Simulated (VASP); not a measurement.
A run of VASP 6.6.1:

POSCAR

```
Pt
1.0
    2.8296822562      0.0000000000      0.0000000000
   -1.4148411281      2.4505767185      0.0000000000
    0.0000000000      0.0000000000      4.7921340000
Pt
2
Direct
    0.6666666667      0.3333333333      0.7500000000
    0.3333333333      0.6666666667      0.2500000000
```

INCAR.step1

```
SYSTEM = Pt
PREC = Accurate ; ENCUT = 520
ISMEAR = 0 ; SIGMA = 0.15
LREAL = .FALSE. ; LASPH = .TRUE.
NELM = 80 ; NBANDS = 17
GGA = PE ; ALGO = Normal
EDIFF = 1E-4 ; LWAVE = .TRUE.
LCHARG = .FALSE.
```

File INCAR.step2:

```
SYSTEM = Pt
PREC = Accurate ; ENCUT = 520
EDIFF = 1E-6 ; ISMEAR = 0
SIGMA = 0.15 ; LREAL = .FALSE.
LASPH = .TRUE. ; NELM = 80
ALGO = Normal ; ISIF = 2
LWAVE = .FALSE. ; LCHARG = .FALSE.
METAGGA = R2SCAN ; LMIXTAU = .TRUE.
NBANDS = 17 ; ISTART = 1
```

File KPOINTS:

```
Automatic mesh
0
G
  18 18 10
  0 0 0
```

Potentials or basis: VASP PAW PBE potentials, release 64 (Pt).

Launch:

```sh
$ cat potpaw_PBE.64/Pt/POTCAR > POTCAR
$ cp INCAR.step1 INCAR
$ mpirun -np 1 vasp_std > vasp.out
$ cp INCAR.step2 INCAR
$ mpirun -np 1 vasp_std > vasp.out
```

Hardware: 1 thread of Intel(R) Xeon(R) Platinum 8488C (Sapphire Rapids), with other jobs on the host.

Problem. Estimate the wall time of this run.

Solution. It took 3.1 min on 1 thread of Intel(R) Xeon(R) Platinum 8488C (Sapphire Rapids), on a shared host, peak memory 0.24 GiB. Counts: k points 222.
